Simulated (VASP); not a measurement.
# P (Imma) in VASP: single point with PBEsol+D3(BJ)

Aim: the single point of P with PBEsol+D3(BJ).

All numbers are computed with VASP 6.6.1; they aren't measurements. Logs are shortened: lines on timing, memory, paths and dates and some standing lists are left out, and cuts for length are marked.

## (1) The cell of the first run

Symmetry: Imma, No. 74, orthorhombic system. Conventional cell: a = 3.544 Å, b = 4.793 Å, c = 3.392 Å, α = 90.00°, β = 90.00°, γ = 90.00°. Within 3.1 Å of P (site symmetry mm2) lie 6 P at 2.37 to 2.54 Å.

## (2) Single point, PBEsol+D3(BJ) (strain +0.0450 x Voigt [1, 0, 0, 0, 0, 0])

File INCAR:

```
  ALGO = Normal
  EDIFF = 1E-6
  ENCUT = 520
  GGA = PS
  ISIF = 2
  ISMEAR = 0
  IVDW = 12
  LASPH = True
  LCHARG = True
  LELF = True
  LREAL = False
  LVHAR = True
  LWAVE = False
  NBANDS = 12
  NELM = 100
  PREC = Accurate
  SIGMA = 0.15
```

File KPOINTS:

```
k-points
0
Gamma
  24 24 24
```

File POSCAR:

```
P
1.0
   -1.7719373659      2.3965741429      1.6961715622
    1.7719373659     -2.3965741429      1.6961715622
    1.7719373659      2.3965741429     -1.6961715622
P
2
Direct
    0.7673866800      0.0173866800      0.7500000000
    0.2326133200      0.9826133200      0.2500000000
```

Potentials or basis: VASP PAW PBE potentials, release 64 (P).

Launch:

```sh
> cat potpaw_PBE.64/P/POTCAR > POTCAR
> mpirun -np 1 vasp_std > vasp.out
```

OUTCAR:

```text
EDIFF = 1E-6
   ENCUT = 520
   GGA = PS
   ISIF = 2
   ISMEAR = 0
   IVDW = 12
   LASPH = True
   LREAL = False
   NELM = 100
   PREC = Accurate
 IVDW          = 12

 ion  position               nearest neighbor table
   1  0.767  0.017  0.750-   2 2.37   2 2.37   2 2.40   2 2.40   2 2.54   2 2.54
   2  0.233  0.983  0.250-   1 2.37   1 2.37   1 2.40   1 2.40   1 2.54   1 2.54

  LATTYP: Found a body centered orthorhombic cell.
 ALAT       =     3.3923431244
 B/A-ratio  =     1.0446687148
 C/A-ratio  =     1.4129314489

  Lattice vectors:

 A1 = (   1.7719373659,  -2.3965741429,   1.6961715622)
 A2 = (  -1.7719373659,  -2.3965741429,  -1.6961715622)
 A3 = (   1.7719373659,   2.3965741429,  -1.6961715622)

Analysis of symmetry for initial positions (statically):
=====================================================================
 Subroutine PRICEL returns:
 Original cell was already a primitive cell.

 Routine SETGRP: Setting up the symmetry group for a
 body centered orthorhombic supercell.

 Subroutine GETGRP returns: Found  8 space group operations
 (whereof  4 operations were pure point group operations)
 out of a pool of  8 trial point group operations.

The static configuration has the point symmetry C_2h.
 The point group associated with its full space group is D_2h.

Analysis of symmetry for dynamics (positions and initial velocities):
=====================================================================
 Subroutine PRICEL returns:
 Original cell was already a primitive cell.

 Routine SETGRP: Setting up the symmetry group for a
 body centered orthorhombic supercell.

 Subroutine GETGRP returns: Found  8 space group operations
 (whereof  4 operations were pure point group operations)
 out of a pool of  8 trial point group operations.

The dynamic configuration has the point symmetry C_2h.
 The point group associated with its full space group is D_2h.

 Subroutine INISYM returns: Found  8 space group operations
 (whereof  4 operations are pure point group operations),
 and found     1 'primitive' translations

----------------------------------------------------------------------------------------

                                     Primitive cell

  volume of cell :      28.8117

  direct lattice vectors                    reciprocal lattice vectors
    -1.771937366  2.396574143  1.696171562     0.000000000  0.208631142  0.294781502
     1.771937366 -2.396574143  1.696171562     0.282177017  0.000000000  0.294781502
     1.771937366  2.396574143 -1.696171562     0.282177017  0.208631142  0.000000000
[... 95 lines left out ...]
   NELECT =      10.0000    total number of electrons
   NUPDOWN=      -1.0000    fix difference up-down
   EMIN   =  10.00;   EMAX   =-10.00  energy-range for DOS
   EFERMI =   0.00;   METHOD = LEGACY
   ISMEAR =     0;   SIGMA  =   0.15  broadening in eV -4-tet -1-fermi 0-gaus
   EFERMI_NEDOS =   21; number of points for ismear=-14 and -15
   IALGO  =     38    algorithm
   IMIX   =      4    mixing-type and parameters
     AMIX     =   0.40;   BMIX     =  1.00
     AMIX_MAG =   1.60;   BMIX_MAG =  1.00
  volume/ion in A,a.u.               =      14.41        97.22
  Fermi-wavevector in a.u.,A,eV,Ry     =   1.150496  2.174122 18.009234  1.323641
  Thomas-Fermi vector in A             =   2.287160
   LORBIT       =      0    0 simple, 1 ext, 2 COOP (PROOUT), +10 PAW based schemes
   GGA     = PS    functional components
   LHFCALC =     F    Hartree Fock is set to
   AEXX    =    0.0000 exact exchange contribution
   IVDW    =    12    specifies the selected vdW correction
   LEPSILON=     F    determine dielectric tensor
   LRPA    =     F    only Hartree local field effects (RPA)
 non-spin polarized calculation
 Gauss-broadening in eV      SIGMA  =   0.15
  energy-cutoff  :      520.00
  volume of cell :       28.81
 maximum number of plane-waves:       795
 NGX is ok and might be reduce to    28
   NGX = 13   NGY = 13   NGZ = 13

 number of electron      10.0000000 magnetization

 Free energy of the ion-electron system (eV)
  ---------------------------------------------------
  ext. energy  EPLUGINS =         0.00000000
  ---------------------------------------------------
  free energy    TOTEN  =       -11.53983990 eV

  energy without entropy =      -11.53410237  energy(sigma->0) =      -11.53697113

 E-fermi :   9.8651     XC(G=0): -11.4205

 val. band max:        9.8630815016   @ k =  -0.2917  -0.2500   0.1250
 cond. band min:       9.8665807464   @ k =  -0.4583   0.2083   0.0000
 fundamental gap:      0.0034992447
 Fermi energy:         9.8651465865

 k-point     1 :       0.0000    0.0000    0.0000
  band No.  band energies     occupation
      1      -6.8931      2.00000
      2       7.2711      2.00000
      3       7.2766      2.00000
      4       8.1269      2.00000
      5       8.2122      2.00000
      6      13.7226      0.00000
      7      13.8466      0.00000
      8      14.1967      0.00000
      9      14.6868      0.00000
     10      15.2668      0.00000
     11      15.9332      0.00000
     12      16.5559      0.00000
[... 331 lines left out ...]
 k-point    24 :       0.4167    0.0417   -0.0000
  band No.  band energies     occupation
      1      -3.4797      2.00000
      2      -1.4396      2.00000
      3       7.1574      2.00000
      4       7.7561      2.00000
      5       8.4640      2.00000
      6       9.3354      2.00000
      7      10.7801      0.00000
      8      11.8055      0.00000
      9      19.2835      0.00000
     10      20.8412      0.00000
     11      21.7690      0.00000
     12      22.9533      0.00000

 [... further k-points ...]

------------------------ aborting loop because EDIFF is reached ----------------------------------------

 Edisp (eV)   -0.78595

 E8    (eV) :    -0.4662

  FORCE on cell =-STRESS in cart. coord.  units (eV):
  Direction    XX          YY          ZZ          XY          YZ          ZX
  --------------------------------------------------------------------------------------
  -------------------------------------------------------------------------------------
  Total      -1.80749    -0.31200    -0.67887     0.00000    -0.00000     0.00000
  in kB    -100.51176   -17.34977   -37.75122     0.00000    -0.00000     0.00000
  external pressure =      -51.87 kB  Pullay stress =        0.00 kB

 VOLUME and BASIS-vectors are now :
 -----------------------------------------------------------------------------
  energy-cutoff  :      520.00
  volume of cell :       28.81
      direct lattice vectors                 reciprocal lattice vectors
    -1.771937366  2.396574143  1.696171562     0.000000000  0.208631142  0.294781502
     1.771937366 -2.396574143  1.696171562     0.282177017  0.000000000  0.294781502
     1.771937366  2.396574143 -1.696171562     0.282177017  0.208631142  0.000000000

 POSITION                                       TOTAL-FORCE (eV/Angst)
 -----------------------------------------------------------------------------------
      0.00000      3.59486      0.05898         0.000000     -0.000000      0.115350
      1.77194     -1.19829      1.63719        -0.000000      0.000000     -0.115350
 -----------------------------------------------------------------------------------
    total drift:                                0.000000      0.000000      0.000000

  FREE ENERGIE OF THE ION-ELECTRON SYSTEM (eV)
  ---------------------------------------------------
  free  energy   TOTEN  =       -12.3257946557 eV

  energy  without entropy=      -12.3200571214  energy(sigma->0) =      -12.32292589
```

OSZICAR:

```text
N       E                     dE             d eps       ncg     rms          rms(c)
DAV:   1     0.161153853655E+02    0.16115E+02   -0.45019E+03 47128   0.724E+02
DAV:   2    -0.106195979678E+02   -0.26735E+02   -0.25476E+02 62396   0.111E+02
DAV:   3    -0.115590174139E+02   -0.93942E+00   -0.93091E+00 60656   0.189E+01
DAV:   4    -0.115642461242E+02   -0.52287E-02   -0.52254E-02 56192   0.171E+00
DAV:   5    -0.115642805944E+02   -0.34470E-04   -0.34469E-04 61364   0.131E-01    0.666E+00
DAV:   6    -0.115487129130E+02    0.15568E-01   -0.22163E-03 56200   0.314E-01    0.393E+00
DAV:   7    -0.115397949195E+02    0.89180E-02   -0.51531E-03 55888   0.508E-01    0.123E-01
DAV:   8    -0.115398351567E+02   -0.40237E-04   -0.38271E-04 57068   0.132E-01    0.324E-02
DAV:   9    -0.115398392942E+02   -0.41375E-05   -0.16547E-05 59304   0.296E-02    0.217E-02
DAV:  10    -0.115398399008E+02   -0.60662E-06   -0.16889E-06 49408   0.860E-03
   1 F= -.12325795E+02 E0= -.12322926E+02  d E =-.573753E-02
```

Run time: 9.3 min. Hardware: 1 thread of Intel Xeon Platinum 8488C (Sapphire Rapids), shared host; peak memory 0.59 GiB.

What came out:

```
Free energy                : -12.3258 eV
Pressure                   : -5.2 GPa
Largest force              : 0.115 eV/Å
Band gap on the k mesh     : zero (bands 5 and 6 overlap by 2.16 eV)
Dispersion energy per atom : -0.393 eV
```

Forces in eV/Å, atoms in the order of the input:
```
P    0.000  0.000  0.115
P    0.000  0.000 -0.115
```

Levels at points of the mesh, in eV from the Fermi level:
```csv
k point,band 3,band 4,band 5,band 6,band 7,band 8
"(0.00, 0.00, 0.00)",-2.59,-1.74,-1.65,3.86,3.98,4.33
"(0.50, 0.00, 0.00)",-2.39,-1.55,-1.46,-1.17,0.83,1.49
"(0.00, 0.50, 0.00)",-7.21,-5.60,-5.20,0.66,7.36,8.42
"(0.50, 0.50, 0.00)",-1.83,-1.83,-0.76,-0.76,1.55,1.55
"(0.50, 0.50, 0.50)",-7.92,-5.96,-5.05,0.58,7.75,7.93
```

Caveat: the cell differs from its parent crystal (strain +0.0450 x Voigt [1, 0, 0, 0, 0, 0]); the cell stands under tension; the PAW data sets were made with another functional, which shifts forces and pressure a little.
